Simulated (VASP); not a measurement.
# Al: single point with PBE

The system is Al.

```xyz
1
Lattice="-1.5892 1.7590 1.6175 1.5892 -1.7590 1.6175 1.4760 1.6458 -1.6175" Properties=species:S:1:pos:R:3 pbc="T T T"
Al    0.0000    0.0000    0.0000
```

This cell differs from its parent crystal: engineering shear strain xy -0.0700, strain +e along x and -e along y -0.0525.

- Program: VASP 6.6.1
- Task: single point
- Functional: PBE
- Potentials or basis: VASP PAW PBE potentials, release 64 (Al)
- Cutoff: 520 eV
- k mesh: 20 × 20 × 20
- Occupations: gaussian, width 0.15 eV
- Spin: no spin polarisation
- Dipole correction: no
- Further INCAR settings: ALGO = Fast; EDIFF = 1e-06; NBANDS = 8

```
Pressure : 0.6 GPa
```

Stress tensor (GPa, compression positive):
```
-0.69  2.85  0.00
 2.85  2.40  0.00
 0.00  0.00  0.03
```

Levels at points of the mesh, in eV from the Fermi level:
| k point | band 1 | band 2 | band 3 | band 4 |
| --- | --- | --- | --- | --- |
| (0.00, 0.00, 0.00) | -10.97 | 11.94 | 12.71 | 13.25 |
| (0.50, 0.00, 0.00) | -4.46 | -4.29 | 8.77 | 9.19 |
| (0.00, 0.50, 0.00) | -3.96 | -3.32 | 6.71 | 7.09 |
| (0.50, 0.50, 0.00) | -4.49 | -4.41 | 8.42 | 8.72 |
| (0.00, 0.00, 0.50) | -3.87 | -3.09 | 7.38 | 8.06 |
| (0.50, 0.50, 0.50) | 0.51 | 1.80 | 2.26 | 3.24 |

Wall time 66 s on 1 thread of Intel(R) Xeon(R) 6975P-C (Granite Rapids), with other jobs on the host, peak memory 0.33 GiB.

Caveat: the cell differs from its parent crystal (engineering shear strain xy -0.0700, strain +e along x and -e along y -0.0525).
